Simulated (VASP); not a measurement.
Here is a VASP 6.6.1 calculation.

The input INCAR:

```
SYSTEM = AlN
PREC     = Accurate       ! precision mode
ENCUT    = 520            ! plane-wave cutoff, eV
EDIFF    = 1E-6           ! SCF threshold, eV
ISMEAR   = -1             ! smearing method
SIGMA    = 0.02           ! smearing width, eV
LREAL    = .FALSE.        ! projectors in reciprocal space
LASPH    = .TRUE.         ! aspherical terms in the spheres
NELM     = 100            ! most SCF steps
ALGO     = Normal         ! electronic algorithm
ISIF     = 2              ! what is computed and relaxed
LWAVE    = .FALSE.        ! write WAVECAR
LCHARG   = .FALSE.        ! write CHGCAR
GGA      = PE             ! functional
NBANDS   = 26             ! bands
```

The input KPOINTS:

```
Automatic mesh
0
G
  10 6 6
  0 0 0
```

File POSCAR:

```
AlN
1.0
   -1.5650789238      2.7107962138      0.0000000000
    0.0000000000      0.0000000000      5.0181095988
    4.6952367713      2.7107962138      0.0000000000
Al N
4 4
Direct
    0.5000000000      0.9972403060      0.1666666670
    0.0000000000      0.9972403060      0.6666666670
    0.0000000000      0.4972403060      0.3333333330
    0.5000000000      0.4972403060      0.8333333330
    0.5000000000      0.3787596940      0.1666666670
    0.0000000000      0.3787596940      0.6666666670
    0.0000000000      0.8787596940      0.3333333330
    0.5000000000      0.8787596940      0.8333333330
```

Potentials or basis: VASP PAW PBE potentials, release 64 (Al, N).

The run is started by

```console
$ cat potpaw_PBE.64/Al/POTCAR potpaw_PBE.64/N/POTCAR > POTCAR
$ mpirun -np 1 vasp_std > vasp.out
```

(1) Predict the pressure.

(2) What does it give for the band gap on the k mesh?

Results:

(1) -0.3 GPa.

(2) 4.04 eV.
